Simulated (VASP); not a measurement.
# Ir3Rh (Pm-3m) in VASP: relaxation of volume and atoms at fixed shape with LDA

Aim: the relaxation of volume and atoms at fixed shape of Ir3Rh with LDA.

Program: VASP 6.6.1. These are calculated values, not measurements. Logs are shortened: lines on timing, memory, paths and dates and some standing lists are left out, and cuts for length are marked.

### 1 The cell of the first run

The structure is cubic, space group Pm-3m (No. 221). The conventional cell has a = 3.840 Å, b = 3.840 Å, c = 3.840 Å, α = 90.00°, β = 90.00°, γ = 90.00°. Ir (site symmetry 4/mmm) has 8 Ir at 2.72 Å and 4 Rh at 2.72 Å within 3.6 Å. Within 3.6 Å of Rh (site symmetry m-3m) lie 12 Ir at 2.72 Å.

### 2 Relaxation of volume and atoms at fixed shape, LDA

Contents of INCAR:

```
SYSTEM = Ir3Rh
PREC = Accurate
ENCUT = 620
EDIFF = 1E-7
ISMEAR = -1
SIGMA = 0.1
LREAL = .False.
LASPH = .True.
NELM = 120
ALGO = Normal
ISIF = 8
LWAVE = .False.
LCHARG = .False.
IBRION = 2
NSW = 80
EDIFFG = -0.03
GGA_COMPAT = .False.
NELMIN = 4
```

Contents of KPOINTS:

```
Automatic mesh
0
Gamma
  11 11 11
  0 0 0
```

Contents of POSCAR:

```
Ir3Rh
1.0
    3.8403400000      0.0000000000      0.0000000000
    0.0000000000      3.8403400000      0.0000000000
    0.0000000000      0.0000000000      3.8403400000
Ir Rh
3 1
Direct
    0.5000000000      0.0000000000      0.5000000000
    0.0000000000      0.5000000000      0.5000000000
    0.5000000000      0.5000000000      0.0000000000
    0.0000000000      0.0000000000      0.0000000000
```

Potentials or basis: VASP PAW LDA potentials, release 64 (Ir_sv_GW, Rh_sv_GW).

Command:

```bash
> cat potpaw_LDA.64/Ir_sv_GW/POTCAR potpaw_LDA.64/Rh_sv_GW/POTCAR > POTCAR
> mpirun -np 1 vasp_std > vasp.out
```

OUTCAR:

```text
SYSTEM = Ir3Rh
   PREC = Accurate
   ENCUT = 620
   EDIFF = 1E-7
   ISMEAR = -1
   LREAL = .False.
   LASPH = .True.
   NELM = 120
   ISIF = 8
   IBRION = 2
   NSW = 80
   EDIFFG = -0.03
   NELMIN = 4

 ion  position               nearest neighbor table
   1  0.500  0.000  0.500-   2 2.72   3 2.72   4 2.72   3 2.72   4 2.72   2 2.72   3 2.72   3 2.72
                             2 2.72   4 2.72   4 2.72   2 2.72
   2  0.000  0.500  0.500-   1 2.72   3 2.72   4 2.72   3 2.72   4 2.72   1 2.72   4 2.72   4 2.72
                             1 2.72   3 2.72   3 2.72   1 2.72
   3  0.500  0.500  0.000-   1 2.72   2 2.72   4 2.72   1 2.72   2 2.72   1 2.72   4 2.72   1 2.72
                             2 2.72   4 2.72   2 2.72   4 2.72
   4  0.000  0.000  0.000-   1 2.72   2 2.72   3 2.72   1 2.72   2 2.72   2 2.72   3 2.72   2 2.72
                             1 2.72   3 2.72   1 2.72   3 2.72

  LATTYP: Found a simple cubic cell.
 ALAT       =     3.8403400000

  Lattice vectors:

 A1 = (   3.8403400000,   0.0000000000,   0.0000000000)
 A2 = (   0.0000000000,   3.8403400000,   0.0000000000)
 A3 = (   0.0000000000,   0.0000000000,   3.8403400000)

Analysis of symmetry for initial positions (statically):
=====================================================================
 Subroutine PRICEL returns:
 Original cell was already a primitive cell.

 Routine SETGRP: Setting up the symmetry group for a
 simple cubic supercell.

 Subroutine GETGRP returns: Found 48 space group operations
 (whereof 48 operations were pure point group operations)
 out of a pool of 48 trial point group operations.

The static configuration has the point symmetry O_h .

Analysis of symmetry for dynamics (positions and initial velocities):
=====================================================================
 Subroutine PRICEL returns:
 Original cell was already a primitive cell.

 Routine SETGRP: Setting up the symmetry group for a
 simple cubic supercell.

 Subroutine GETGRP returns: Found 48 space group operations
 (whereof 48 operations were pure point group operations)
 out of a pool of 48 trial point group operations.

The dynamic configuration has the point symmetry O_h .

 Subroutine INISYM returns: Found 48 space group operations
 (whereof 48 operations are pure point group operations),
 and found     1 'primitive' translations

----------------------------------------------------------------------------------------

                                     Primitive cell

  volume of cell :      56.6381

  direct lattice vectors                    reciprocal lattice vectors
     3.840340000  0.000000000  0.000000000     0.260393611  0.000000000  0.000000000
     0.000000000  3.840340000  0.000000000     0.000000000  0.260393611  0.000000000
     0.000000000  0.000000000  3.840340000     0.000000000  0.000000000  0.260393611

  length of vectors
     3.840340000  3.840340000  3.840340000     0.260393611  0.260393611  0.260393611

  position of ions in fractional coordinates (direct lattice)
     0.500000000  0.000000000  0.500000000
     0.000000000  0.500000000  0.500000000
     0.500000000  0.500000000  0.000000000
     0.000000000  0.000000000  0.000000000

  ion indices of the primitive-cell ions
   primitive index   ion index
                 1           1
                 2           2
                 3           3
                 4           4

----------------------------------------------------------------------------------------

 KPOINTS: Automatic mesh

Automatic generation of k-mesh.
 Grid dimensions read from file:
 generate k-points for:   11   11   11

 Generating k-lattice:

  Cartesian coordinates                     Fractional coordinates (reciprocal lattice)
     0.023672146  0.000000000  0.000000000     0.090909091  0.000000000  0.000000000
     0.000000000  0.023672146  0.000000000     0.000000000  0.090909091  0.000000000
     0.000000000  0.000000000  0.023672146     0.000000000  0.000000000  0.090909091

  Length of vectors
     0.023672146  0.023672146  0.023672146

  Shift w.r.t. Gamma in fractional coordinates (k-lattice)
     0.000000000  0.000000000  0.000000000

 Subroutine IBZKPT returns following result:
 ===========================================

 Found     56 irreducible k-points:

 Following reciprocal coordinates:
            Coordinates               Weight
  0.000000  0.000000  0.000000      1.000000
  0.090909  0.000000  0.000000      6.000000
  0.181818  0.000000  0.000000      6.000000
  0.272727  0.000000  0.000000      6.000000
  0.363636  0.000000  0.000000      6.000000
  0.454545  0.000000  0.000000      6.000000
[... 16 lines left out ...]
  0.181818  0.090909  0.090909     24.000000
  0.272727  0.090909  0.090909     24.000000
 [... further k-points ...]
   k-points           NKPTS =     56   k-points in BZ     NKDIM =     56   number of bands    NBANDS=     40
   number of dos      NEDOS =    301   number of ions     NIONS =      4
   total plane-waves  NPLWV =  32768
   dimension x,y,z NGX =    32 NGY =   32 NGZ =   32
   dimension x,y,z NGXF=    64 NGYF=   64 NGZF=   64
   ions per type =               3   1
   NGX,Y,Z   is equivalent  to a cutoff of  13.85, 13.85, 13.85 a.u.
   NGXF,Y,Z  is equivalent  to a cutoff of  27.71, 27.71, 27.71 a.u.
 SYSTEM =  Ir3Rh
   PREC   = accura    normal or accurate (medium, high low for compatibility)
   ISTART =      0    job   : 0-new  1-cont  2-samecut
   ICHARG =      2    charge: 1-file 2-atom 10-const
   ISPIN  =      1    spin polarized calculation?
   LNONCOLLINEAR =      F non collinear calculations
   LSORBIT =      F    spin-orbit coupling
   LASPH  =      T    aspherical Exc in radial PAW
   ENCUT  =  620.0 eV  45.57 Ry    6.75 a.u.   7.80  7.80  7.80*2*pi/ulx,y,z
   NELM   =    120;   NELMIN=  4; NELMDL= -5     # of ELM steps
   EDIFF  = 0.1E-06   stopping-criterion for ELM
   LREAL  =      F    real-space projection
   EDIFFG = -.3E-01   stopping-criterion for IOM
   NSW    =     80    number of steps for IOM
   IBRION =      2    ionic relax: 0-MD 1-quasi-New 2-CG
   NFREE  =      1    steps in history (QN), initial steepest desc. (CG)
   ISIF   =      8    stress and relaxation
   ISYM   =      2    0-nonsym 1-usesym 2-fastsym
   POTIM  = 0.5000    time-step for ionic-motion
   TEBEG  =    0.0;   TEEND  =   0.0 temperature during run
   PSTRESS=    0.0 pullay stress
   NELECT =      68.0000    total number of electrons
   NUPDOWN=      -1.0000    fix difference up-down
   EMIN   =  10.00;   EMAX   =-10.00  energy-range for DOS
   EFERMI =   0.00;   METHOD = LEGACY
   ISMEAR =    -1;   SIGMA  =   0.10  broadening in eV -4-tet -1-fermi 0-gaus
   EFERMI_NEDOS =   21; number of points for ismear=-14 and -15
   IALGO  =     38    algorithm
   IMIX   =      4    mixing-type and parameters
     AMIX     =   0.40;   BMIX     =  1.00
     AMIX_MAG =   1.60;   BMIX_MAG =  1.00
  volume/ion in A,a.u.               =      14.16        95.55
  Fermi-wavevector in a.u.,A,eV,Ry     =   1.739969  3.288064 41.191521  3.027491
  Thomas-Fermi vector in A             =   2.812708
   LORBIT       =      0    0 simple, 1 ext, 2 COOP (PROOUT), +10 PAW based schemes
   GGA     = CA    functional components
   LHFCALC =     F    Hartree Fock is set to
   AEXX    =    0.0000 exact exchange contribution
   IVDW    =     0    specifies the selected vdW correction
   LEPSILON=     F    determine dielectric tensor
   LRPA    =     F    only Hartree local field effects (RPA)
 conjugate gradient relaxation of ions
 non-spin polarized calculation
  energy-cutoff  :      620.00
  volume of cell :       56.64
 maximum number of plane-waves:      2004
 NGX is ok and might be reduce to    32
   NGX = 15   NGY = 15   NGZ = 15

--------------------------------------- Ionic step        1  -------------------------------------------

 number of electron      68.0000011 magnetization

 Free energy of the ion-electron system (eV)
  ---------------------------------------------------
  ext. energy  EPLUGINS =         0.00000000
  ---------------------------------------------------
  free energy    TOTEN  =       -40.60611528 eV

  energy without entropy =      -40.45959170  energy(sigma->0) =      -40.53285349

------------------------ aborting loop because EDIFF is reached ----------------------------------------

  FORCE on cell =-STRESS in cart. coord.  units (eV):
  Direction    XX          YY          ZZ          XY          YZ          ZX
  --------------------------------------------------------------------------------------
  -------------------------------------------------------------------------------------
  Total       -3.9868493     -3.9868493     -3.9868493     -0.0000000     -0.0000000      0.0000000
  in kB     -112.7798148   -112.7798148   -112.7798148     -0.0000000     -0.0000000      0.0000000
  external PRESSURE =    -112.7798148 kB  Pullay stress =       0.0000000 kB
[... 99 lines left out ...]
  energy  without entropy=      -40.5301742489  energy(sigma->0) =      -40.60001108

--------------------------------------- Ionic step        4  -------------------------------------------

 number of electron      68.0000001 magnetization

 Free energy of the ion-electron system (eV)
  ---------------------------------------------------
  ext. energy  EPLUGINS =         0.00000000
  ---------------------------------------------------
  free energy    TOTEN  =       -40.67001706 eV

  energy without entropy =      -40.53064851  energy(sigma->0) =      -40.60033279

 E-fermi :  12.5690     XC(G=0): -14.8486

 val. band max:       12.5627809285   @ k =   0.2727   0.1818   0.0000
 cond. band min:      12.5776963559   @ k =   0.2727   0.0909   0.0000
 fundamental gap:      0.0149154274
 Fermi energy:        12.5689827560

 k-point     1 :       0.0000    0.0000    0.0000
  band No.  band energies     occupation
      1     -79.8943      2.00000
      2     -79.8156      2.00000
      3     -79.8156      2.00000
      4     -66.1791      2.00000
      5     -37.2417      2.00000
      6     -37.2417      2.00000
[... 1021 lines left out ...]
     39      18.3948      0.00000
     40      18.4319      0.00000

 [... further k-points ...]
[... 5 lines left out ...]
  --------------------------------------------------------------------------------------
  -------------------------------------------------------------------------------------
  Total       -0.0321339     -0.0321339     -0.0321339      0.0000000     -0.0000000      0.0000000
  in kB       -0.9379514     -0.9379514     -0.9379514      0.0000000     -0.0000000      0.0000000
  external PRESSURE =      -0.9379514 kB  Pullay stress =       0.0000000 kB
[... 19 lines left out ...]
  FREE ENERGIE OF THE ION-ELECTRON SYSTEM (eV)
  ---------------------------------------------------
  free  energy   TOTEN  =       -40.6700170646 eV

  energy  without entropy=      -40.5306485092  energy(sigma->0) =      -40.60033279

 reached required accuracy - stopping structural energy minimisation
```

Wall time 6.1 min (1 thread of AMD EPYC 9R14 (Zen 4), shared host); peak memory 0.26 GiB.

What came out:

```yaml
Free_energy: -40.6700 eV
Relaxed_volume: 13.72 Å³/atom
Relaxed_cell: a = 3.800 Å, b = 3.800 Å, c = 3.800 Å, α = 90.00°, β = 90.00°, γ = 90.00°
Space_group_after_relaxing_to_0.1_Å: Pm-3m (No. 221)
Energy_gained_by_relaxing: 16.0 meV/atom
Ionic_steps: 4
Pressure_after_relaxing: -0.1 GPa
Band_gap_on_the_k_mesh: zero (bands 34 and 35 overlap by 2.29 eV)
```

Step by step:
| step | energy change (eV) | largest force (eV/Å) | pressure (GPa) | volume (Å³) |
| --- | --- | --- | --- | --- |
| 1 | 0.0000 | 0.0000 | -11.28 | 56.64 |
| 2 | 0.9358 | 0.0000 | 59.58 | 48.85 |
| 3 | -0.0637 | 0.0000 | -0.64 | 54.97 |
| 4 | -0.0639 | 0.0000 | -0.09 | 54.89 |

Final structure:
```
Ir Rh
1.0
     3.80042    0.00000    0.00000
     0.00000    3.80042    0.00000
     0.00000    0.00000    3.80042
Ir Rh
3 1
Direct
  0.50000 0.00000 0.50000
  0.00000 0.50000 0.50000
  0.50000 0.50000 0.00000
  0.00000 0.00000 0.00000
```

Caveat: spin-orbit coupling is left out, which moves the levels of the heavy elements.
